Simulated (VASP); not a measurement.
# Si2W (I4/mmm) in VASP: a series of runs

The runs below take Si2W through vibrations by perturbation theory, density of states, with LDA, PBEsol, revPBE.

Everything below comes from runs of VASP 6.6.1. Logs are shortened: lines on timing, memory, paths and dates and some standing lists are left out, and cuts for length are marked.

## (1) The cell of the first run

It takes space group I4/mmm (No. 139, tetragonal). The conventional cell has a = 3.214 Å, b = 3.214 Å, c = 7.830 Å, α = 90.00°, β = 90.00°, γ = 90.00°. Within 3.4 Å of W (site symmetry 4/mmm) lie 10 Si at 2.62 Å and 4 W at 3.21 Å. Within 3.4 Å of Si (site symmetry 4mm) lie 9 Si at 2.59 to 3.21 Å and 5 W at 2.62 Å.

## (2) Vibrations by perturbation theory, LDA

File INCAR:

```
SYSTEM = Si2W
PREC = Accurate ; ENCUT = 520
EDIFF = 1E-8 ; ISMEAR = -1
SIGMA = 0.05 ; LREAL = .False.
LASPH = .True. ; NELM = 100
ALGO = Normal ; ISIF = 2
LWAVE = .False. ; LCHARG = .False.
GGA = CA ; IBRION = 8
NSW = 1
```

File KPOINTS:

```
Automatic mesh
0
Gamma
  9 9 9
  0 0 0
```

File POSCAR:

```
Si2W
1.0
   -1.6069000000      1.6069000000      3.9149500000
    1.6069000000     -1.6069000000      3.9149500000
    1.6069000000      1.6069000000     -3.9149500000
W Si
1 2
Direct
    0.0000000000      0.0000000000      0.0000000000
    0.6653000000      0.6653000000      0.0000000000
    0.3347000000      0.3347000000      0.0000000000
```

Potentials or basis: VASP PAW LDA potentials, release 64 (W_sv, Si).

Started as:

```console
> cat potpaw_LDA.64/W_sv/POTCAR potpaw_LDA.64/Si/POTCAR > POTCAR
> mpirun -np 1 vasp_std > vasp.out
```

OUTCAR:

```text
SYSTEM = Si2W
   PREC = Accurate
   ENCUT = 520
   EDIFF = 1E-8
   ISMEAR = -1
   LREAL = .False.
   LASPH = .True.
   NELM = 100
   ISIF = 2
   GGA = CA
   IBRION = 8
   NSW = 1

 ion  position               nearest neighbor table
   1  0.000  0.000  0.000-   2 2.62   2 2.62   2 2.62   3 2.62   2 2.62   3 2.62   3 2.62   3 2.62
                             2 2.62   3 2.62
   2  0.665  0.665  0.000-   3 2.59   1 2.62   1 2.62   1 2.62   1 2.62   1 2.62   3 2.63   3 2.63
                             3 2.63   3 2.63
   3  0.335  0.335  0.000-   2 2.59   1 2.62   1 2.62   1 2.62   1 2.62   1 2.62   2 2.63   2 2.63
                             2 2.63   2 2.63

  LATTYP: Found a body centered tetragonal cell.
 ALAT       =     3.2138000000
 C/A-ratio  =     2.4363370465

  Lattice vectors:

 A1 = (  -1.6069000000,   1.6069000000,   3.9149500000)
 A2 = (   1.6069000000,  -1.6069000000,   3.9149500000)
 A3 = (   1.6069000000,   1.6069000000,  -3.9149500000)

Analysis of symmetry for initial positions (statically):
=====================================================================
 Subroutine PRICEL returns:
 Original cell was already a primitive cell.

 Routine SETGRP: Setting up the symmetry group for a
 body centered tetragonal supercell.

 Subroutine GETGRP returns: Found 16 space group operations
 (whereof 16 operations were pure point group operations)
 out of a pool of 16 trial point group operations.

The static configuration has the point symmetry D_4h.

Analysis of symmetry for dynamics (positions and initial velocities):
=====================================================================
 Subroutine PRICEL returns:
 Original cell was already a primitive cell.

 Routine SETGRP: Setting up the symmetry group for a
 body centered tetragonal supercell.

 Subroutine GETGRP returns: Found 16 space group operations
 (whereof 16 operations were pure point group operations)
 out of a pool of 16 trial point group operations.

The dynamic configuration has the point symmetry D_4h.

 Subroutine INISYM returns: Found 16 space group operations
 (whereof 16 operations are pure point group operations),
 and found     1 'primitive' translations

----------------------------------------------------------------------------------------

                                     Primitive cell

  volume of cell :      40.4356

  direct lattice vectors                    reciprocal lattice vectors
    -1.606900000  1.606900000  3.914950000     0.000000000  0.311158131  0.127715552
     1.606900000 -1.606900000  3.914950000     0.311158131  0.000000000  0.127715552
     1.606900000  1.606900000 -3.914950000     0.311158131  0.311158131  0.000000000

  length of vectors
     4.526708376  4.526708376  4.526708376     0.336348992  0.336348992  0.440044048

  position of ions in fractional coordinates (direct lattice)
     0.000000000  0.000000000  0.000000000
     0.665300000  0.665300000  0.000000000
     0.334700000  0.334700000  0.000000000

  ion indices of the primitive-cell ions
   primitive index   ion index
                 1           1
                 2           2
                 3           3

----------------------------------------------------------------------------------------

 KPOINTS: Automatic mesh

Automatic generation of k-mesh.
 Grid dimensions read from file:
[... 106 lines left out ...]

 Free energy of the ion-electron system (eV)
  ---------------------------------------------------
  ext. energy  EPLUGINS =         0.00000000
  ---------------------------------------------------
  free energy    TOTEN  =       -27.34195868 eV

  energy without entropy =      -27.33904706  energy(sigma->0) =      -27.34050287

 E-fermi :  11.8047     XC(G=0): -12.6463

 val. band max:       11.7643464658   @ k =  -0.2222  -0.3333   0.2222
 cond. band min:      11.9639044199   @ k =  -0.4444   0.4444   0.3333
 fundamental gap:      0.1995579541
 Fermi energy:        11.8047380871

 k-point     1 :       0.0000    0.0000    0.0000
  band No.  band energies     occupation
      1     -61.5187      2.00000
      2     -26.0450      2.00000
      3     -26.0147      2.00000
      4     -26.0147      2.00000
      5      -2.1084      2.00000
      6       5.0721      2.00000
      7       8.1865      2.00000
      8       8.5413      2.00000
      9       9.0532      2.00000
     10       9.0532      2.00000
     11      12.4815      0.00000
     12      14.6208      0.00000
     13      14.9032      0.00000
     14      14.9904      0.00000
[... 401 lines left out ...]
      2     -26.2001      2.00000
      3     -26.1984      2.00000
      4     -26.0068      2.00000
      5       2.4515      2.00000
      6       4.2922      2.00000
      7       5.9711      2.00000
      8       6.6277      2.00000
      9       7.5192      2.00000
     10       8.7634      2.00000
     11       9.8797      2.00000
     12      13.7857      0.00000
     13      14.3511      0.00000
     14      15.2496      0.00000
     15      16.2203      0.00000

 [... further k-points ...]
[... 5 lines left out ...]
  --------------------------------------------------------------------------------------
  -------------------------------------------------------------------------------------
  Total       -1.2293251     -1.2293251     -1.3249978      0.0000000      0.0000000      0.0000000
  in kB      -48.7094726    -48.7094726    -52.5003046      0.0000000      0.0000000      0.0000000
  external PRESSURE =     -49.9730833 kB  Pullay stress =       0.0000000 kB

 VOLUME and BASIS-vectors are now :
 -----------------------------------------------------------------------------
  energy-cutoff  :      520.00
  volume of cell :       40.44
      direct lattice vectors                 reciprocal lattice vectors
    -1.606900000  1.606900000  3.914950000     0.000000000  0.311158131  0.127715552
     1.606900000 -1.606900000  3.914950000     0.311158131  0.000000000  0.127715552
     1.606900000  1.606900000 -3.914950000     0.311158131  0.311158131  0.000000000

 POSITION                                       TOTAL-FORCE (eV/Angst)
 -----------------------------------------------------------------------------------
      0.00000      0.00000      0.00000         0.000000      0.000000      0.000000
      0.00000      0.00000      5.20923         0.000000      0.000000     -0.071833
      0.00000      0.00000      2.62067        -0.000000     -0.000000      0.071833
 -----------------------------------------------------------------------------------
    total drift:                               -0.000000     -0.000000      0.000000

  FREE ENERGIE OF THE ION-ELECTRON SYSTEM (eV)
  ---------------------------------------------------
  free  energy   TOTEN  =       -27.3419586839 eV

  energy  without entropy=      -27.3390470571  energy(sigma->0) =      -27.34050287

[... ionic steps 2 to 3 ...]

--------------------------------------- Ionic step        4  -------------------------------------------

------------------------ aborting loop because EDIFF is reached ----------------------------------------
[... 11 lines left out ...]
[... ionic steps 8 to 8 ...]

--------------------------------------- Ionic step        9  -------------------------------------------

 Free energy of the ion-electron system (eV)
  ---------------------------------------------------
  ---------------------------------------------------
  free energy    TOTEN  =        -0.02307386 eV

  energy without entropy =       -0.02307317

------------------------ aborting loop because EDIFF is reached ----------------------------------------

 INTERNAL STRAIN TENSOR  FOR ION    2  DIRECTION 3   (eV/Angst):
 -----------------------------------------------------------------------------
    -2.27582  0.00000  0.00000
     0.00000 -2.27582  0.00000
     0.00000  0.00000 -3.39706

 INTERNAL STRAIN TENSOR FOR ION    3 for displacements in x,y,z  (eV/Angst):
          X           Y           Z          XY          YZ          ZX
  --------------------------------------------------------------------------------
  x     0.00000     0.00000     0.00000     0.00000     0.00000     0.74918
  y     0.00000     0.00000     0.00000     0.00000     1.67028     0.00000
  z     2.27582     2.27582     3.39706     0.00000     0.00000     0.00000

 SECOND DERIVATIVES (NOT SYMMETRIZED)
 ------------------------------------
               1X          1Y          1Z          2X          2Y          2Z          3X          3Y          3Z
  1X    -9.917505    0.000000    0.000000    4.958753    0.000000    0.000000    4.958753    0.000000    0.000000
  1Y     0.000000   -9.917505    0.000000    0.000000    4.958753    0.000000    0.000000    4.958753    0.000000
  1Z     0.000000    0.000000  -13.654274    0.000000    0.000000    6.827137    0.000000    0.000000    6.827137
  2X     4.960673    0.000000    0.000000   -7.958348    0.000000    0.000000    2.997675    0.000000    0.000000
  2Y     0.000000    4.960673    0.000000    0.000000   -7.958348    0.000000    0.000000    2.997675    0.000000
  2Z     0.000000    0.000000    6.826015    0.000000   -0.000000  -13.107621    0.000000   -0.000000    6.281606
  3X     4.960673    0.000000    0.000000    2.997675    0.000000    0.000000   -7.958348    0.000000    0.000000
  3Y     0.000000    4.960673    0.000000    0.000000    2.997675    0.000000    0.000000   -7.958348    0.000000
  3Z     0.000000    0.000000    6.826015    0.000000   -0.000000    6.281606    0.000000   -0.000000  -13.107621

 Eigenvectors and eigenvalues of the dynamical matrix
 ----------------------------------------------------

   1 f  =   12.989540 THz    81.615684 2PiTHz  433.284401 cm-1    53.720395 meV
             X         Y         Z           dx          dy          dz
      0.000000  0.000000  0.000000    -0.000000    0.000000    0.000000
      0.000000  0.000000  5.209232    -0.000000    0.000000   -0.707107
      0.000000  0.000000  2.620668     0.000000   -0.000000    0.707107
[... 43 lines left out ...]
   9 f/i=    0.000615 THz     0.003866 2PiTHz    0.020524 cm-1     0.002545 meV
             X         Y         Z           dx          dy          dz
      0.000000  0.000000  0.000000    -0.875239   -0.001994    0.000000
      0.000000  0.000000  5.209232    -0.342017   -0.000779    0.000000
      0.000000  0.000000  2.620668    -0.342017   -0.000779    0.000000

--------------------------------------------------------------------------------------------------------

 ELASTIC MODULI CONTR FROM IONIC RELAXATION (kBar)
 Direction    XX          YY          ZZ          XY          YZ          ZX
 --------------------------------------------------------------------------------
 XX         -21.1685    -21.1685    -31.5978      0.0000      0.0000      0.0000
 YY         -21.1685    -21.1685    -31.5978      0.0000      0.0000      0.0000
 ZZ         -31.5978    -31.5978    -47.1652      0.0000      0.0000      0.0000
 XY           0.0000      0.0000      0.0000      0.0000      0.0000      0.0000
 YZ           0.0000      0.0000      0.0000      0.0000    -20.1792      0.0000
 ZX           0.0000      0.0000      0.0000      0.0000      0.0000     -4.0597
 --------------------------------------------------------------------------------
```

Wall time 10 min (1 thread of Intel Xeon 6975P-C, shared host); peak memory 0.5 GiB.

What came out:

| Item | Value |
| --- | --- |
| Highest phonon frequency at Γ, LO-TO splitting left out | 433 cm⁻¹ |

Phonon frequencies in cm⁻¹ (negative: imaginary):
```tsv
q point	frequencies
(0.000, 0.000, 0.000)	0 0 0 250 250 294 326 326 433
```

Caveat: the cell wasn't relaxed at this level first, which shifts response properties; spin-orbit coupling is left out, which moves the levels of the heavy elements.

(Continued in part 2 of 2.)
